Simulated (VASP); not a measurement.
# SnO2: single point with PBE+D3(BJ)

System: SnO2, a sheet with vacuum.

```xyz
6
Lattice="2.8116 0.0000 0.0000 0.0000 2.8116 0.0000 0.0000 0.0000 35.8088" Properties=species:S:1:pos:R:3 pbc="T T T"
Sn    0.0000    0.0000    8.3322
Sn    1.4058    1.4058   12.6678
O     1.4058    1.4058    9.5064
O     1.4058    1.4058    7.1394
O     0.0000    0.0000   13.8606
O     0.0000    0.0000   11.4936
```

```json
{"Program": "VASP 6.6.1", "Task": "single point", "Functional": "PBE", "Dispersion": "D3(BJ)", "Potentials or basis": "VASP PAW PBE potentials, release 64 (Sn_d, O)", "Cutoff": "520 eV", "k mesh": "6 × 6 × 1", "Occupations": "gaussian, width 0.1 eV", "Spin": "no spin polarisation", "Dipole correction": "yes", "Further INCAR settings": "ALGO = Normal; EDIFF = 1e-07; NBANDS = 35"}
```

```
Largest force              : 0.046 eV/Å
Band gap on the k mesh     : zero (bands 26 and 27 overlap by 0.20 eV)
Dispersion energy per atom : -0.177 eV
```

Forces on the atoms (eV/Å):
```
Sn   0.000  0.000  0.011
Sn   0.000  0.000 -0.011
O    0.000  0.000  0.039
O    0.000  0.000 -0.046
O    0.000  0.000  0.046
O    0.000  0.000 -0.039
```

Levels at points of the mesh, in eV from the Fermi level:
```csv
k point,band 22,band 23,band 24,band 25,band 26,band 27,band 28,band 29,band 30,band 31
"(0.00, 0.00, 0.00)",-0.97,-0.97,-0.74,-0.74,-0.66,-0.27,0.69,4.43,4.74,7.68
"(0.50, 0.00, 0.00)",-1.14,-0.82,-0.82,-0.25,-0.25,3.18,3.18,4.26,4.26,9.19
"(0.50, 0.50, 0.00)",-2.49,-2.47,-2.47,-0.98,-0.98,-0.01,-0.01,5.38,5.38,5.53
```

Wall time 4.5 min on 1 thread of Intel Xeon 8259CL, on a shared host, peak memory 0.44 GiB.

Caveat: the k points lie up to 0.37 Å⁻¹ apart; spin-orbit coupling is left out, which moves the levels of the heavy elements.
